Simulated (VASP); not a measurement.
Write the native input for VASP 6.6.1 that does the following.

```
Task                   : single point
Functional             : LDA
Potentials or basis    : VASP PAW LDA potentials, release 64 (Au)
Cutoff                 : 500 eV
k mesh                 : 15 × 15 × 8
Occupations            : fermi-dirac, width 0.08 eV
Spin                   : no spin polarisation
Dipole correction      : no
Further INCAR settings : ALGO = Normal; EDIFF = 1e-06; NBANDS = 18
```

The structure of Au lies in POSCAR:

```
Au
1.0
    2.7474218176      0.0000000000      0.0000000000
   -1.3737109088      2.3793370890      0.0000000000
    0.0000000000      0.0000000000      4.5697047450
Au
2
Direct
    0.3333333333      0.6666666667      0.2500000000
    0.6666666667      0.3333333333      0.7500000000
```

This isn't the form of Au at room conditions, which is fcc.

These files were run (other wordings do the same):

INCAR

```
ALGO     = Normal         # electronic algorithm
EDIFF    = 1E-6           # SCF threshold, eV
ENCUT    = 500            # plane-wave cutoff, eV
GGA      = CA             # functional
GGA_COMPAT= False        
ISIF     = 2              # what is computed and relaxed
ISMEAR   = -1             # smearing method
LASPH    = True           # aspherical terms in the spheres
LCHARG   = True           # write CHGCAR
LELF     = True           # ELF
LREAL    = False          # projectors in reciprocal space
LVHAR    = True         
LWAVE    = False          # write WAVECAR
NBANDS   = 18             # bands
NELM     = 120            # most SCF steps
PREC     = Accurate       # precision mode
SIGMA    = 0.08           # smearing width, eV
```

KPOINTS

```
k-points
0
Gamma
  15 15 8
```

Potentials or basis: VASP PAW LDA potentials, release 64 (Au).

The run is started by

```console
$ cat potpaw_LDA.64/Au/POTCAR > POTCAR
$ mpirun -np 1 vasp_std > vasp.out
```

Results of the run:

```json
{"Pressure": "28.0 GPa", "Band gap on the k mesh": "zero (bands 11 and 12 overlap by 7.87 eV)"}
```

Caveat: the cell stands under pressure; spin-orbit coupling is left out, which moves the levels of the heavy elements.

Run time: 40 s on 1 thread of Intel(R) Xeon(R) 6975P-C (Granite Rapids), with other jobs on the host, peak memory 0.17 GiB.
